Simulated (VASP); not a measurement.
Here is a VASP 6.6.1 calculation.

INCAR

```
SYSTEM = Al32H
PREC = Accurate
ENCUT = 520
EDIFF = 1E-6
ISMEAR = 0
SIGMA = 0.15
LREAL = Auto
LASPH = .TRUE.
NELM = 100
ALGO = Normal
ISIF = 2
LWAVE = .FALSE.
LCHARG = .TRUE.
GGA = PS
LELF = .TRUE.
LVHAR = .TRUE.
NBANDS = 70
```

KPOINTS

```
regular mesh
0
G
  3 3 3
  0 0 0
```

File POSCAR:

```
Al32H
1.0
    8.1000000000      0.0000000000      0.0000000000
    0.0000000000      8.1000000000      0.0000000000
    0.0000000000      0.0000000000      8.1000000000
Al H
32 1
Direct
    0.4997720988     -0.0009271605     -0.0007730864
    0.7500190123      0.2477311111     -0.0006802469
    0.7500192593     -0.0008343210      0.2478856790
    0.0002662963     -0.0009275309     -0.0007732099
    0.2500190123      0.2481902469     -0.0015581481
    0.5031966667      0.4969125926      0.0010682716
    0.7500188889      0.7491045679      0.0010785185
    0.2500190123     -0.0017127160      0.2483449383
    0.5019998765      0.2491272840      0.2492813580
    0.7500188889      0.4991220988      0.2510617284
    0.5031969136      0.0009145679      0.4970666667
    0.7500191358      0.2509076543      0.4992761728
    0.7500191358      0.0009246914      0.7492585185
   -0.0031591358      0.4969122222      0.0010685185
    0.2500182716      0.7242206173      0.0259090123
   -0.0019618519      0.2491271605      0.2492814815
    0.2500188889      0.4924792593      0.2576969136
    0.5031744444      0.7491088889      0.2532576543
   -0.0031583951      0.0009144444      0.4970671605
    0.2500190123      0.2575417284      0.4926340741
    0.5019875309      0.5008907407      0.5010448148
    0.7500190123      0.7508495062      0.5024275309
    0.2500198765      0.0257543210      0.7243759259
    0.5031748148      0.2531037037      0.7492625926
    0.7500192593      0.5022730864      0.7510037037
   -0.0031369136      0.7491087654      0.2532580247
   -0.0019495062      0.5008906173      0.5010449383
    0.2500190123      0.7517433333      0.5020306173
   -0.0031362963      0.2531032099      0.7492628395
    0.2500190123      0.5018758025      0.7518977778
    0.4998111111      0.7509319753      0.7510860494
    0.0002271605      0.7509320988      0.7510862963
    0.2500190123      0.8754571605      0.8756138272
```

Potentials or basis: VASP PAW PBE potentials, release 64 (Al, H).

Command:

```sh
$ cat potpaw_PBE.64/Al/POTCAR potpaw_PBE.64/H/POTCAR > POTCAR
$ mpirun -np 1 vasp_std > vasp.out
```

Problem. What does it give for the largest force?

Solution. 0.013 eV/Å.

Problem. What does it give for the band gap on the k mesh?

Solution. Zero (an odd number of electrons rules out a gap without spin polarisation).

Problem. Estimate the pressure.

Solution. -0.8 GPa.

Stress tensor (GPa, compression positive):
```
-1.32  0.00  0.00
 0.00 -0.48 -0.76
 0.00 -0.76 -0.48
```

Caveat: the PAW data sets were made with another functional, which shifts forces and pressure a little.
